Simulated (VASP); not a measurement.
# MoS2 in VASP: a run that goes wrong, beside a sound one

Two runs on MoS2: the first has a flaw, the second is sound.

All numbers are computed with VASP 6.6.1; they aren't measurements. Logs are shortened: lines on timing, memory, paths and dates and some standing lists are left out, and cuts for length are marked.

**1. The cell of the first run**

The cell holds a sheet with vacuum, 3 atoms: a = 3.160 Å, b = 3.160 Å, c = 19.081 Å, α = 90.00°, β = 90.00°, γ = 60.00°.

**2. A run with an altered input**

Contents of INCAR:

```
SYSTEM = MoS2
GGA      = PE             ! functional
LDIPOL   = .True.       
IDIPOL   = 3            
DIPOL    = 0.5 0.5 0.500
ISMEAR   = 0              ! smearing method
SIGMA    = 0.03           ! smearing width, eV
LWAVE    = .False.        ! write WAVECAR
LCHARG   = .False.        ! write CHGCAR
NBANDS   = 26             ! bands
PREC     = Accurate       ! precision mode
LASPH    = .True.         ! aspherical terms in the spheres
LREAL    = .False.        ! projectors in reciprocal space
ALGO     = Normal         ! electronic algorithm
EDIFF    = 1E-6           ! SCF threshold, eV
NELM     = 98             ! most SCF steps
GGA_COMPAT= .False.      
ENCUT    = 300            ! plane-wave cutoff, eV
EFERMI   = MIDGAP       
LMAXMIX  = 4              ! l up to which the mixer works
NELMDL   = -8           
ICHARG   = 11             ! starting density
```

Contents of KPOINTS:

```
path GMKGALHA,LM,KH
8
line-mode
reciprocal
 0.0000000000  0.0000000000  0.0000000000  G
 0.5000000000  0.0000000000  0.0000000000  M

 0.5000000000  0.0000000000  0.0000000000  M
 0.3333333333 -0.3333333333  0.0000000000  K

 0.3333333333 -0.3333333333  0.0000000000  K
 0.0000000000  0.0000000000  0.0000000000  G

 0.0000000000  0.0000000000  0.0000000000  G
 0.0000000000  0.0000000000 -0.5000000000  A

 0.0000000000  0.0000000000 -0.5000000000  A
 0.5000000000  0.0000000000 -0.5000000000  L

 0.5000000000  0.0000000000 -0.5000000000  L
 0.3333333333 -0.3333333333 -0.5000000000  H

 0.3333333333 -0.3333333333 -0.5000000000  H
 0.0000000000  0.0000000000 -0.5000000000  A

 0.5000000000  0.0000000000 -0.5000000000  L
 0.5000000000  0.0000000000  0.0000000000  M

 0.3333333333 -0.3333333333  0.0000000000  K
 0.3333333333 -0.3333333333 -0.5000000000  H
```

Contents of POSCAR:

```
MoS2
1.0
    3.1599999999      0.0000000000      0.0000000000
    1.5800000000      2.7366402759      0.0000000000
    0.0000000000      0.0000000000     19.0811500000
S Mo
2 1
Direct
    0.0000000000      0.0000000000      0.4192619418
    0.0000000000      0.0000000000      0.5807380582
    0.6666666667      0.6666666667      0.5001611538
```

Potentials or basis: VASP PAW PBE potentials, release 64 (S, Mo_sv).

The run is started by

```console
> cat potpaw_PBE.64/S/POTCAR potpaw_PBE.64/Mo_sv/POTCAR > POTCAR
> mpirun -np 1 vasp_std > vasp.out
```

OUTCAR:

```text
SYSTEM = MoS2
   GGA = PE
   ISMEAR = 0
   PREC = Accurate
   LASPH = .True.
   LREAL = .False.
   EDIFF = 1E-6
   NELM = 98
   ENCUT = 300
   EFERMI = MIDGAP
[... 28 lines left out ...]
   LASPH  =      T    aspherical Exc in radial PAW
   ENCUT  =  300.0 eV  22.05 Ry    4.70 a.u.   4.46  4.46 26.95*2*pi/ulx,y,z
   NELM   =     98;   NELMIN=  2; NELMDL= -8     # of ELM steps
   EDIFF  = 0.1E-05   stopping-criterion for ELM
   LREAL  =      F    real-space projection
   EDIFFG = 0.1E-04   stopping-criterion for IOM
   NSW    =      0    number of steps for IOM
   IBRION =     -1    ionic relax: 0-MD 1-quasi-New 2-CG
   NFREE  =      0    steps in history (QN), initial steepest desc. (CG)
   ISIF   =      2    stress and relaxation
[... 23 lines left out ...]
   IVDW    =     0    specifies the selected vdW correction
   LEPSILON=     F    determine dielectric tensor
   LRPA    =     F    only Hartree local field effects (RPA)

   CSHIFT  =0.1000    complex shift for real part using Kramers Kronig

   OMEGAMAX=  -1.0    maximum frequency
 non-spin polarized calculation
 Gauss-broadening in eV      SIGMA  =   0.03
  energy-cutoff  :      300.00
  volume of cell :      165.01
 maximum number of plane-waves:      1998
 NGX is ok and might be reduce to    18
```

On the terminal:

```text
POSCAR found type information on POSCAR S Mo
 POSCAR found :  2 types and       3 ions
[... 25 lines left out ...]

1
```

It took 0.7 s on 1 thread of Intel Xeon Platinum 8259CL at 2.50GHz (Skylake/Cascade Lake), shared host.

The program refused the input. What is wrong with the input: fixed density asked without a density file.

**3. Band structure, PBE**

Edit INCAR of step 2 so:

```diff
@@ -15,3 +15,3 @@
 EDIFF    = 1E-6           ! SCF threshold, eV
-NELM     = 98             ! most SCF steps
+NELM     = 120            ! most SCF steps
 GGA_COMPAT= .False.      
@@ -20,3 +20,2 @@
 LMAXMIX  = 4              ! l up to which the mixer works
-NELMDL   = -8           
-ICHARG   = 11             ! starting density
+NELMDL   = -8
```

Contents of KPOINTS:

```
Automatic mesh
0
Gamma
  7 7 1
  0 0 0
```

Contents of KPOINTS_OPT:

```
path GMKGALHA,LM,KH
12
line-mode
reciprocal
 0.0000000000  0.0000000000  0.0000000000  G
 0.5000000000  0.0000000000  0.0000000000  M

 0.5000000000  0.0000000000  0.0000000000  M
 0.3333333333 -0.3333333333  0.0000000000  K

 0.3333333333 -0.3333333333  0.0000000000  K
 0.0000000000  0.0000000000  0.0000000000  G

 0.0000000000  0.0000000000  0.0000000000  G
 0.0000000000  0.0000000000 -0.5000000000  A

 0.0000000000  0.0000000000 -0.5000000000  A
 0.5000000000  0.0000000000 -0.5000000000  L

 0.5000000000  0.0000000000 -0.5000000000  L
 0.3333333333 -0.3333333333 -0.5000000000  H

 0.3333333333 -0.3333333333 -0.5000000000  H
 0.0000000000  0.0000000000 -0.5000000000  A

 0.5000000000  0.0000000000 -0.5000000000  L
 0.5000000000  0.0000000000  0.0000000000  M

 0.3333333333 -0.3333333333  0.0000000000  K
 0.3333333333 -0.3333333333 -0.5000000000  H
```

POSCAR is that of step 2.

Potentials or basis: VASP PAW PBE potentials, release 64 (S, Mo_sv).

The run is started by

```console
> cat potpaw_PBE.64/S/POTCAR potpaw_PBE.64/Mo_sv/POTCAR > POTCAR
> mpirun -np 1 vasp_std > vasp.out
```

It took 1.8 min on 1 thread of Intel Xeon Platinum 8259CL at 2.50GHz (Skylake/Cascade Lake), shared host; peak memory 0.19 GiB.

The run converged. Its results:

```yaml
Free_energy: -21.8195 eV
Largest_force: 0.635 eV/Å
Band_gap_on_the_k_mesh: 1.94 eV (least direct gap 2.23 eV)
Band_gap_along_the_path: 1.66 eV (least direct gap 1.72 eV)
```

Forces on the atoms (eV/Å):
```
S    0.000  0.000 -0.536
S    0.000  0.000  0.635
Mo   0.000  0.000 -0.099
```

Levels at the corners of the path, in eV from the valence-band top:
```
point  band 11  band 12  band 13  band 14  band 15  band 16
    Γ    -1.60    -1.60     0.00     2.81     2.81     3.12
    M    -1.89    -1.02    -0.66     2.29     2.82     3.97
    M    -1.89    -1.02    -0.66     2.29     2.82     3.97
    K    -2.92    -2.18    -0.06     1.66     3.14     3.67
    K    -2.92    -2.18    -0.06     1.66     3.14     3.67
    Γ    -1.60    -1.60     0.00     2.81     2.81     3.12
    Γ    -1.60    -1.60     0.00     2.81     2.81     3.12
    A    -1.60    -1.60     0.00     2.81     2.81     3.12
    A    -1.60    -1.60     0.00     2.81     2.81     3.12
    L    -1.89    -1.02    -0.66     2.29     2.82     3.97
    L    -1.89    -1.02    -0.66     2.29     2.82     3.97
    H    -2.92    -2.18    -0.06     1.66     3.14     3.67
    H    -2.92    -2.18    -0.06     1.66     3.14     3.67
    A    -1.60    -1.60     0.00     2.81     2.81     3.12
    L    -1.89    -1.02    -0.66     2.29     2.82     3.97
    M    -1.89    -1.02    -0.66     2.29     2.82     3.97
    K    -2.92    -2.18    -0.06     1.66     3.14     3.67
    H    -2.92    -2.18    -0.06     1.66     3.14     3.67
```
